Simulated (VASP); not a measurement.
The system is CO2.

```
C O
1.0
     0.00000    2.27500    2.27500
     2.27500    0.00000    2.27500
     2.27500    2.27500    0.00000
C O
1 2
Direct
  0.00000 0.00000 0.00000
  0.25000 0.25000 0.25000
  0.75000 0.75000 0.75000
```

| Quantity | Value |
| --- | --- |
| Program | VASP 6.6.1 |
| Task | relaxation of cell and atoms |
| Functional | PBEsol |
| Potentials or basis | VASP PAW PBE potentials, release 64 (C, O) |
| Cutoff | 600 eV |
| k mesh | 8 × 8 × 8 |
| Occupations | fermi-dirac, width 0.02 eV |
| Spin | no spin polarisation |

At the start: pressure -13.8 GPa; volume 7.85 Å³/atom.

Question: How do energy, volume and symmetry change on relaxing?

Answer: Over 3 steps the energy falls by 28.9 meV/atom and the volume is 7.22 Å³/atom (-8.0 %); space group Fm-3m (No. 225, to 0.1 Å) before and after.

The path:
```tsv
step	energy change (eV)	largest force (eV/Å)	pressure (GPa)	volume (Å³)
1	0.0000	0.0000	-13.78	23.55
2	-0.0834	0.0000	3.10	21.32
3	-0.0866	0.0000	0.01	21.66
```

Final structure:
```xyz
3
Lattice="0.0000 2.2123 2.2123 2.2123 0.0000 2.2123 2.2123 2.2123 0.0000" Properties=species:S:1:pos:R:3 pbc="T T T"
C     0.0000    0.0000    0.0000
O     1.1062    1.1062    1.1062
O     3.3185    3.3185    3.3185
```

Caveat: the PAW data sets were made with another functional, which shifts forces and pressure a little.
